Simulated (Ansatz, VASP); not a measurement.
## Si: VASP beside Ansatz

The input POSCAR:

```
Si
1.0
    0.0000000000      0.0000000000      2.4937990725
    2.6290009028      0.0000000000      0.0000000000
   -0.0000000001      4.5535631368      0.0000000000
Si
2
Direct
    0.0000000000      0.0000000000     -0.0164706182
    0.0000000000      0.5000000000      0.5164706182
```

INCAR.step1

```
SYSTEM = Si
ALGO     = Normal         ! electronic algorithm
EDIFF    = 1E-4           ! SCF threshold, eV
ENCUT    = 520            ! plane-wave cutoff, eV
GGA      = PE             ! functional
ISMEAR   = 0              ! smearing method
LASPH    = .TRUE.         ! aspherical terms in the spheres
LCHARG   = .FALSE.        ! write CHGCAR
LREAL    = .FALSE.        ! projectors in reciprocal space
LWAVE    = .TRUE.         ! write WAVECAR
NBANDS   = 11             ! bands
NELM     = 60             ! most SCF steps
PREC     = Accurate       ! precision mode
SIGMA    = 0.15           ! smearing width, eV
```

Contents of INCAR.step2:

```
SYSTEM = Si
ALGO     = Normal         ! electronic algorithm
EDIFF    = 1E-6           ! SCF threshold, eV
ENCUT    = 520            ! plane-wave cutoff, eV
ISIF     = 2              ! what is computed and relaxed
ISMEAR   = 0              ! smearing method
ISTART   = 1            
LASPH    = .TRUE.         ! aspherical terms in the spheres
LCHARG   = .FALSE.        ! write CHGCAR
LMIXTAU  = .TRUE.       
LREAL    = .FALSE.        ! projectors in reciprocal space
LWAVE    = .FALSE.        ! write WAVECAR
METAGGA  = R2SCAN         ! meta-GGA
NBANDS   = 11             ! bands
NELM     = 60             ! most SCF steps
PREC     = Accurate       ! precision mode
SIGMA    = 0.15           ! smearing width, eV
```

The input KPOINTS:

```
k-points
0
G
  24 22 14
  0 0 0
```

Input for Ansatz:

```yaml
crystal:
  lattice:
    - [0.0, 0.0, 2.4937990725]
    - [2.6290009028, 0.0, 0.0]
    - [-1.0e-10, 4.5535631368, 0.0]
  atoms:
    - { symbol: Si, position: [0.0, 0.0, -0.0164706182] }
    - { symbol: Si, position: [0.0, 0.5, 0.5164706182] }
basis:
  ecutwfc: 500
kpoints:
  mp_grid: { grid: [24, 22, 14] }
hamiltonian:
  xc: r2scan
scf:
  occupations: { method: gaussian, width: 0.15 }
output:
  forces: true
  stress: true
  eigenvalues: true
```

Change from the starting cell: mode 6 (284.8 1/cm) frozen in, largest displacement +0.075 Å.

Alike in both runs: task single point; functional r2SCAN; k mesh 24 × 22 × 14; occupations gaussian, width 0.15 eV; no spin polarisation.

```csv
,VASP,Ansatz
version,VASP 6.6.1,Ansatz 0.2.0
potentials or method,"VASP PAW PBE potentials, release 64 (Si), cutoff 520 eV","scalar-relativistic, plane waves, PAW"
valence electrons in the cell,8,8
```

VASP gave:

| Property | Result |
| --- | --- |
| gap on the k mesh at the Fermi level (eV) | none |
| pressure (GPa) | 1.3 |
| traceless stress, the component that is largest in VASP (GPa) | -3.46 |
| rms of the force components (eV/Å) | 0.403 |

Problem. Estimate Ansatz's values.

Solution. gap on the k mesh at the Fermi level (eV): none; pressure (GPa): 1.5; traceless stress, the component that is largest in VASP (GPa): -3.41; rms of the force components (eV/Å): 0.406.

VASP's potentials were made for PBE, not for r2SCAN. Atom by atom the forces differ by 0.003 eV/Å (rms over components). A gap of «none» marks a metal or a gap that the smearing closes.
